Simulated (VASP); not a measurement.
# Re (P6_3/mmc) in VASP: further runs

The runs below take Re through single point, with PBEsol.

Program: VASP 6.6.1. These are calculated values, not measurements. Logs are shortened: lines on timing, memory, paths and dates and some standing lists are left out, and cuts for length are marked.

### Step 1. The cell of the first run

Symmetry: P6_3/mmc, No. 194, hexagonal system. Conventional cell: a = 2.585 Å, b = 2.585 Å, c = 4.134 Å, α = 90.00°, β = 90.00°, γ = 120.00°. Re (site symmetry -6m2) has 12 Re at 2.55 to 2.59 Å within 3.4 Å.

### Step 2. Single point, PBEsol (11.97 Å³/atom)

The input, INCAR:

```
ALGO = Normal ; EDIFF = 1E-7
ENCUT = 520 ; GGA = PS
ISIF = 2 ; ISMEAR = -1
LASPH = True ; LCHARG = False
LREAL = False ; LWAVE = False
NBANDS = 14 ; NELM = 80
PREC = Accurate ; SIGMA = 0.05
```

The input, KPOINTS:

```
k-points
0
Gamma
  18 18 10
```

The input, POSCAR:

```
Re
1.0
    2.5854314113      0.0000000000      0.0000000000
   -1.2927157057      2.2390492819      0.0000000000
    0.0000000000      0.0000000000      4.1340662724
Re
2
Direct
    0.3333333333      0.6666666667      0.2500000000
    0.6666666667      0.3333333333      0.7500000000
```

Potentials or basis: VASP PAW PBE potentials, release 64 (Re).

The run is started by

```bash
cat potpaw_PBE.64/Re/POTCAR > POTCAR
mpirun -np 1 vasp_std > vasp.out
```

OUTCAR:

```text
EDIFF = 1E-7
   ENCUT = 520
   GGA = PS
   ISIF = 2
   ISMEAR = -1
   LASPH = True
   LREAL = False
   NELM = 80
   PREC = Accurate

 ion  position               nearest neighbor table
   1  0.333  0.667  0.250-   2 2.55   2 2.55   2 2.55   2 2.55   2 2.55   2 2.55
   2  0.667  0.333  0.750-   1 2.55   1 2.55   1 2.55   1 2.55   1 2.55   1 2.55

  LATTYP: Found a hexagonal cell.
 ALAT       =     2.5854314113
 C/A-ratio  =     1.5989850879

  Lattice vectors:

 A1 = (   2.5854314113,   0.0000000000,   0.0000000000)
 A2 = (  -1.2927157057,   2.2390492819,   0.0000000000)
 A3 = (   0.0000000000,   0.0000000000,   4.1340662724)

Analysis of symmetry for initial positions (statically):
=====================================================================
 Subroutine PRICEL returns:
 Original cell was already a primitive cell.

 Routine SETGRP: Setting up the symmetry group for a
 hexagonal supercell.

 Subroutine GETGRP returns: Found 24 space group operations
 (whereof 12 operations were pure point group operations)
 out of a pool of 24 trial point group operations.

The static configuration has the point symmetry D_3d.
 The point group associated with its full space group is D_6h.

Analysis of symmetry for dynamics (positions and initial velocities):
=====================================================================
 Subroutine PRICEL returns:
 Original cell was already a primitive cell.

 Routine SETGRP: Setting up the symmetry group for a
 hexagonal supercell.

 Subroutine GETGRP returns: Found 24 space group operations
 (whereof 12 operations were pure point group operations)
 out of a pool of 24 trial point group operations.

The dynamic configuration has the point symmetry D_3d.
 The point group associated with its full space group is D_6h.

 Subroutine INISYM returns: Found 24 space group operations
 (whereof 12 operations are pure point group operations),
 and found     1 'primitive' translations

----------------------------------------------------------------------------------------

                                     Primitive cell

  volume of cell :      23.9317

  direct lattice vectors                    reciprocal lattice vectors
     2.585431411  0.000000000  0.000000000     0.386782645  0.223309064  0.000000000
    -1.292715706  2.239049282  0.000000000     0.000000000  0.446618129  0.000000000
     0.000000000  0.000000000  4.134066272     0.000000000  0.000000000  0.241892591

  length of vectors
     2.585431411  2.585431411  4.134066272     0.446618129  0.446618129  0.241892591

  position of ions in fractional coordinates (direct lattice)
     0.333333333  0.666666667  0.250000000
     0.666666667  0.333333333  0.750000000

  ion indices of the primitive-cell ions
   primitive index   ion index
                 1           1
                 2           2

----------------------------------------------------------------------------------------

 KPOINTS: k-points

Automatic generation of k-mesh.
 Grid dimensions read from file:
 generate k-points for:   18   18   10

 Generating k-lattice:

  Cartesian coordinates                     Fractional coordinates (reciprocal lattice)
     0.021487925  0.012406059  0.000000000     0.055555556  0.000000000  0.000000000
     0.000000000  0.024812118  0.000000000     0.000000000  0.055555556  0.000000000
     0.000000000  0.000000000  0.024189259     0.000000000  0.000000000  0.100000000

  Length of vectors
     0.024812118  0.024812118  0.024189259

  Shift w.r.t. Gamma in fractional coordinates (k-lattice)
     0.000000000  0.000000000  0.000000000

 Subroutine IBZKPT returns following result:
 ===========================================

 Found    222 irreducible k-points:

 Following reciprocal coordinates:
            Coordinates               Weight
  0.000000  0.000000  0.000000      1.000000
  0.055556  0.000000  0.000000      6.000000
  0.111111  0.000000  0.000000      6.000000
  0.166667  0.000000  0.000000      6.000000
  0.222222  0.000000  0.000000      6.000000
  0.277778  0.000000  0.000000      6.000000
[... 16 lines left out ...]
  0.333333  0.111111  0.000000     12.000000
  0.388889  0.111111  0.000000     12.000000
 [... further k-points ...]
   k-points           NKPTS =    222   k-points in BZ     NKDIM =    222   number of bands    NBANDS=     14
   number of dos      NEDOS =    301   number of ions     NIONS =      2
   total plane-waves  NPLWV =  12800
   dimension x,y,z NGX =    20 NGY =   20 NGZ =   32
   dimension x,y,z NGXF=    40 NGYF=   40 NGZF=   64
   ions per type =               2
   NGX,Y,Z   is equivalent  to a cutoff of  12.86, 12.86, 12.87 a.u.
   NGXF,Y,Z  is equivalent  to a cutoff of  25.72, 25.72, 25.74 a.u.
 SYSTEM =  unknown system
   PREC   = accura    normal or accurate (medium, high low for compatibility)
   ISTART =      0    job   : 0-new  1-cont  2-samecut
   ICHARG =      2    charge: 1-file 2-atom 10-const
   ISPIN  =      1    spin polarized calculation?
   LNONCOLLINEAR =      F non collinear calculations
   LSORBIT =      F    spin-orbit coupling
   LASPH  =      T    aspherical Exc in radial PAW
   ENCUT  =  520.0 eV  38.22 Ry    6.18 a.u.   4.81  4.81  7.69*2*pi/ulx,y,z
   NELM   =     80;   NELMIN=  2; NELMDL= -5     # of ELM steps
   EDIFF  = 0.1E-06   stopping-criterion for ELM
   LREAL  =      F    real-space projection
   EDIFFG = 0.1E-05   stopping-criterion for IOM
   NSW    =      0    number of steps for IOM
   IBRION =     -1    ionic relax: 0-MD 1-quasi-New 2-CG
   NFREE  =      0    steps in history (QN), initial steepest desc. (CG)
   ISIF   =      2    stress and relaxation
   ISYM   =      2    0-nonsym 1-usesym 2-fastsym
   POTIM  = 0.5000    time-step for ionic-motion
   TEBEG  =    0.0;   TEEND  =   0.0 temperature during run
   PSTRESS=    0.0 pullay stress
   NELECT =      14.0000    total number of electrons
   NUPDOWN=      -1.0000    fix difference up-down
   EMIN   =  10.00;   EMAX   =-10.00  energy-range for DOS
   EFERMI =   0.00;   METHOD = LEGACY
   ISMEAR =    -1;   SIGMA  =   0.05  broadening in eV -4-tet -1-fermi 0-gaus
   EFERMI_NEDOS =   21; number of points for ismear=-14 and -15
   IALGO  =     38    algorithm
   IMIX   =      4    mixing-type and parameters
     AMIX     =   0.40;   BMIX     =  1.00
     AMIX_MAG =   1.60;   BMIX_MAG =  1.00
  volume/ion in A,a.u.               =      11.97        80.75
  Fermi-wavevector in a.u.,A,eV,Ry     =   1.369177  2.587369 25.506088  1.874645
  Thomas-Fermi vector in A             =   2.495075
   LORBIT       =      0    0 simple, 1 ext, 2 COOP (PROOUT), +10 PAW based schemes
   GGA     = PS    functional components
   LHFCALC =     F    Hartree Fock is set to
   AEXX    =    0.0000 exact exchange contribution
   IVDW    =     0    specifies the selected vdW correction
   LEPSILON=     F    determine dielectric tensor
   LRPA    =     F    only Hartree local field effects (RPA)
 non-spin polarized calculation
  energy-cutoff  :      520.00
  volume of cell :       23.93
 maximum number of plane-waves:       660
 NGX is ok and might be reduce to    20
   NGX =  9   NGY =  9   NGZ = 15

 number of electron      14.0000000 magnetization

 Free energy of the ion-electron system (eV)
  ---------------------------------------------------
  ext. energy  EPLUGINS =         0.00000000
  ---------------------------------------------------
  free energy    TOTEN  =       -25.09813226 eV

  energy without entropy =      -25.08726927  energy(sigma->0) =      -25.09270076

 E-fermi :  10.5016     XC(G=0): -14.9717

 val. band max:       10.4954392035   @ k =   0.1111   0.0556   0.0000
 cond. band min:      10.5059229364   @ k =   0.3333   0.3333   0.1000
 fundamental gap:      0.0104837329
 Fermi energy:        10.5016360592

 k-point     1 :       0.0000    0.0000    0.0000
  band No.  band energies     occupation
      1      -0.8064      2.00000
      2       2.1619      2.00000
      3       8.2117      2.00000
      4       8.2117      2.00000
      5       8.4313      2.00000
      6       9.4210      2.00000
      7       9.4210      2.00000
      8      10.5327      0.69890
      9      10.5327      0.69890
     10      11.9641      0.00000
     11      14.8807      0.00000
     12      14.8807      0.00000
     13      23.4814      0.00000
     14      24.7985      0.00000

 k-point     2 :       0.0556    0.0000    0.0000
  band No.  band energies     occupation
      1      -0.6428      2.00000
      2       2.3150      2.00000
      3       7.7751      2.00000
      4       8.3642      2.00000
      5       8.8072      2.00000
      6       9.2973      2.00000
      7       9.5669      2.00000
      8      10.2715      1.98014
      9      10.3919      1.79967
     10      11.3639      0.00000
     11      14.9928      0.00000
     12      15.7359      0.00000
     13      23.5574      0.00000
     14      25.1812      0.00000

 k-point     3 :       0.1111    0.0000    0.0000
  band No.  band energies     occupation
      1      -0.1709      2.00000
      2       2.7392      2.00000
      3       7.1821      2.00000
      4       8.8163      2.00000
      5       8.9223      2.00000
      6       9.2831      2.00000
      7       9.3521      2.00000
      8       9.9988      1.99991
      9      10.0265      1.99985
     10      10.7412      0.01647
     11      15.2723      0.00000
     12      17.3461      0.00000
     13      23.6710      0.00000
     14      26.2611      0.00000

 k-point     4 :       0.1667    0.0000    0.0000
  band No.  band energies     occupation
      1       0.5494      2.00000
      2       3.3001      2.00000
      3       6.6464      2.00000
      4       7.9686      2.00000
      5       8.5190      2.00000
      6       9.5477      2.00000
      7       9.5527      2.00000
      8       9.9817      1.99994
      9      10.3389      1.92571
     10      10.6981      0.03858
     11      15.6110      0.00000
     12      19.1079      0.00000
     13      23.6101      0.00000
     14      27.8248      0.00000

 k-point     5 :       0.2222    0.0000    0.0000
  band No.  band energies     occupation
      1       1.4072      2.00000
      2       3.6856      2.00000
      3       6.4494      2.00000
      4       6.7127      2.00000
      5       8.2197      2.00000
      6       9.0466      2.00000
      7       9.9664      1.99996
      8      10.5450      0.59161
      9      10.8224      0.00326
     10      11.6313      0.00000
     11      15.9272      0.00000
[... 276 lines left out ...]
 k-point    22 :       0.2778    0.1111    0.0000
  band No.  band energies     occupation
      1       3.3152      2.00000
      2       3.8292      2.00000
      3       4.6416      2.00000
      4       6.6163      2.00000
      5       7.7313      2.00000
      6       8.7463      2.00000
      7       9.5164      2.00000
      8      12.3200      0.00000
      9      13.7478      0.00000
     10      15.2686      0.00000
     11      16.0351      0.00000
     12      22.6224      0.00000
     13      24.8044      0.00000
     14      25.6547      0.00000

 k-point    23 :       0.3333    0.1111    0.0000
  band No.  band energies     occupation
      1       3.3809      2.00000
      2       3.7488      2.00000
      3       4.0340      2.00000
      4       7.3524      2.00000
      5       7.5985      2.00000
      6       9.1497      2.00000
      7       9.3602      2.00000
      8      13.5453      0.00000
      9      14.8247      0.00000
     10      16.1101      0.00000
     11      16.7471      0.00000
     12      22.7345      0.00000
     13      23.4939      0.00000
     14      25.1824      0.00000

 k-point    24 :       0.3889    0.1111    0.0000
  band No.  band energies     occupation
      1       3.1790      2.00000
      2       3.6609      2.00000
      3       3.8271      2.00000
      4       7.5456      2.00000
      5       8.0149      2.00000
      6       8.8886      2.00000
      7       9.8189      2.00000
      8      14.7974      0.00000
      9      15.5312      0.00000
     10      16.1497      0.00000
     11      18.0850      0.00000
     12      21.4483      0.00000
     13      23.2780      0.00000
     14      23.8150      0.00000

 [... further k-points ...]

------------------------ aborting loop because EDIFF is reached ----------------------------------------

  FORCE on cell =-STRESS in cart. coord.  units (eV):
  Direction    XX          YY          ZZ          XY          YZ          ZX
  --------------------------------------------------------------------------------------
  -------------------------------------------------------------------------------------
  Total       17.5847287     17.5847287     18.8739416     -0.0000000      0.0000000      0.0000000
  in kB     1177.2593435   1177.2593435   1263.5693446     -0.0000000      0.0000000      0.0000000
  external PRESSURE =    1206.0293439 kB  Pullay stress =       0.0000000 kB

 VOLUME and BASIS-vectors are now :
 -----------------------------------------------------------------------------
  energy-cutoff  :      520.00
  volume of cell :       23.93
      direct lattice vectors                 reciprocal lattice vectors
     2.585431411  0.000000000  0.000000000     0.386782645  0.223309064  0.000000000
    -1.292715706  2.239049282  0.000000000     0.000000000  0.446618129  0.000000000
     0.000000000  0.000000000  4.134066272     0.000000000  0.000000000  0.241892591

 POSITION                                       TOTAL-FORCE (eV/Angst)
 -----------------------------------------------------------------------------------
     -0.00000      1.49270      1.03352        -0.000000      0.000000      0.000000
      1.29272      0.74635      3.10055         0.000000     -0.000000      0.000000
 -----------------------------------------------------------------------------------
    total drift:                               -0.000000      0.000000     -0.000000

  FREE ENERGIE OF THE ION-ELECTRON SYSTEM (eV)
  ---------------------------------------------------
  free  energy   TOTEN  =       -25.0981322562 eV

  energy  without entropy=      -25.0872692689  energy(sigma->0) =      -25.09270076
```

It took 1.9 min on 1 thread of Intel Xeon 8259CL, shared host; peak memory 0.19 GiB.

What came out:

| Quantity | Value |
| --- | --- |
| Free energy | -25.0981 eV |
| Pressure | 120.6 GPa |
| Band gap on the k mesh | zero (bands 7 and 8 overlap by 4.84 eV) |

Caveat: the stress differs along the axes, from 118 to 126 GPa; the PAW data sets were made with another functional, which shifts forces and pressure a little; spin-orbit coupling is left out, which moves the levels of the heavy elements.

### Step 3. Single point, PBEsol (12.09 Å³/atom)

This run uses another cell than the first one, of 12.09 Å³/atom.

The input, INCAR:

```
  PREC = Accurate
  ENCUT = 520
  EDIFF = 1E-7
  ISMEAR = -1
  SIGMA = 0.05
  LREAL = False
  LASPH = True
  NELM = 60
  ALGO = Normal
  ISIF = 2
  LWAVE = False
  LCHARG = False
  GGA = PS
  NBANDS = 14
```

The input, KPOINTS:

```
Automatic mesh
0
Gamma
  18 18 10
```

The input, POSCAR:

```
Re
1.0
    2.5941956526      0.0000000000      0.0000000000
   -1.2970978263      2.2466393375      0.0000000000
    0.0000000000      0.0000000000      4.1480801636
Re
2
Direct
    0.3333333333      0.6666666667      0.2500000000
    0.6666666667      0.3333333333      0.7500000000
```

Potentials or basis: VASP PAW PBE potentials, release 64 (Re).

The run is started by

```bash
cat potpaw_PBE.64/Re/POTCAR > POTCAR
mpirun -np 1 vasp_std > vasp.out
```

It took 1.9 min on 1 thread of Intel Xeon 8259CL, shared host; peak memory 0.19 GiB.

Results (log left out):

```yaml
Free_energy: -25.2754 eV
Pressure: 111.9 GPa
Band_gap_on_the_k_mesh: zero (bands 7 and 8 overlap by 4.73 eV)
```

Stress tensor (GPa, compression positive):
```
109.11   0.00   0.00
  0.00 109.11   0.00
  0.00   0.00 117.56
```

Levels at points of the mesh, in eV from the Fermi level:
```
           k point  band 5  band 6  band 7  band 8  band 9  band 10
(0.00, 0.00, 0.00)   -2.03   -1.06   -1.06    0.04    0.04     1.41
(0.50, 0.00, 0.00)   -1.70   -1.56   -0.61    5.20    5.97     5.99
(0.00, 0.00, 0.50)   -2.43   -2.43   -2.43   -2.43    3.38     3.38
(0.50, 0.00, 0.50)    0.36    0.36    1.52    1.52    5.65     5.65
```

Caveat: the stress differs along the axes, from 109 to 118 GPa; the PAW data sets were made with another functional, which shifts forces and pressure a little; spin-orbit coupling is left out, which moves the levels of the heavy elements.

### Step 4. Single point, PBEsol (12.33 Å³/atom)

This run uses another cell than the first one, of 12.33 Å³/atom.

The input, INCAR:

```
PREC = Accurate
ENCUT = 520
EDIFF = 1E-6
ISMEAR = -1
SIGMA = 0.05
LREAL = False
LASPH = True
NELM = 80
ALGO = Normal
ISIF = 2
LWAVE = False
LCHARG = False
GGA = PS
NBANDS = 14
```

The input, KPOINTS:

```
regular mesh
0
Gamma
  18 18 10
```

The input, POSCAR:

```
Re
1.0
    2.6115486478      0.0000000000      0.0000000000
   -1.3057743239      2.2616674722      0.0000000000
    0.0000000000      0.0000000000      4.1758273441
Re
2
Direct
    0.3333333333      0.6666666667      0.2500000000
    0.6666666667      0.3333333333      0.7500000000
```

The run is started by

```bash
cat potpaw_PBE.64/Re/POTCAR > POTCAR
mpirun -np 1 vasp_std > vasp.out
```

It took 1.7 min on 1 thread of Intel Xeon 8259CL, shared host; peak memory 0.19 GiB.

It converged, with:

```
Free energy            : -25.5917 eV
Pressure               : 95.7 GPa
Band gap on the k mesh : zero (bands 7 and 8 overlap by 4.54 eV)
```

Stress tensor (GPa, compression positive):
```
 93.04   0.00   0.00
  0.00  93.04   0.00
  0.00   0.00 101.07
```

Levels at points of the mesh, in eV from the Fermi level:
```
           k point  band 4  band 5  band 6  band 7  band 8  band 9  band 10  band 11
(0.00, 0.00, 0.00)   -2.16   -1.96   -1.01   -1.01    0.06    0.06     1.32     4.23
(0.50, 0.00, 0.00)   -2.69   -1.72   -1.53   -0.59    5.06    5.81     5.82     7.84
(0.00, 0.00, 0.50)   -2.83   -2.35   -2.35   -2.35   -2.35    3.29     3.29     3.29
(0.50, 0.00, 0.50)   -5.23    0.37    0.37    1.44    1.44    5.50     5.50     6.15
```

Caveat: the stress differs along the axes, from 93 to 101 GPa; the PAW data sets were made with another functional, which shifts forces and pressure a little; spin-orbit coupling is left out, which moves the levels of the heavy elements.

### Step 5. Single point, PBEsol (12.45 Å³/atom)

This run uses another cell than the first one, of 12.45 Å³/atom.

The input, INCAR:

```
SYSTEM = Re
  ALGO = Normal
  EDIFF = 1E-6
  ENCUT = 520
  GGA = PS
  ISIF = 2
  ISMEAR = -1
  LASPH = .TRUE.
  LCHARG = .FALSE.
  LREAL = .FALSE.
  LWAVE = .FALSE.
  NBANDS = 14
  NELM = 100
  PREC = Accurate
  SIGMA = 0.05
```

The input, KPOINTS:

```
k-points
0
G
  18 18 10
  0 0 0
```

The input, POSCAR:

```
Re
1.0
    2.6201393302      0.0000000000      0.0000000000
   -1.3100696651      2.2691072214      0.0000000000
    0.0000000000      0.0000000000      4.1895637172
Re
2
Direct
    0.3333333333      0.6666666667      0.2500000000
    0.6666666667      0.3333333333      0.7500000000
```

The run is started by

```bash
cat potpaw_PBE.64/Re/POTCAR > POTCAR
mpirun -np 1 vasp_std > vasp.out
```

It took 95 s on 1 thread of Intel Xeon 8259CL, shared host; peak memory 0.19 GiB.

Results (log left out):

```yaml
Free_energy: -25.7319 eV
Pressure: 88.1 GPa
Band_gap_on_the_k_mesh: zero (bands 7 and 8 overlap by 4.45 eV)
```

Stress tensor (GPa, compression positive):
```
85.54  0.00  0.00
 0.00 85.54  0.00
 0.00  0.00 93.35
```

Levels at points of the mesh, in eV from the Fermi level:
```tsv
k point	band 3	band 4	band 5	band 6	band 7	band 8	band 9	band 10	band 11	band 12
(0.00, 0.00, 0.00)	-2.13	-2.13	-1.92	-0.99	-0.99	0.06	0.06	1.28	4.18	4.18
(0.50, 0.00, 0.00)	-6.57	-2.65	-1.73	-1.51	-0.59	4.99	5.73	5.74	7.73	8.79
(0.00, 0.00, 0.50)	-2.80	-2.80	-2.30	-2.30	-2.30	-2.30	3.25	3.25	3.25	3.25
(0.50, 0.00, 0.50)	-5.16	-5.16	0.37	0.37	1.41	1.41	5.42	5.42	6.07	6.07
```

Caveat: the stress differs along the axes, from 86 to 93 GPa; the PAW data sets were made with another functional, which shifts forces and pressure a little; spin-orbit coupling is left out, which moves the levels of the heavy elements.

(Part 1 of 2 ends here.)

The gap in the log of VASP goes by the Fermi energy; the results here count the filled bands.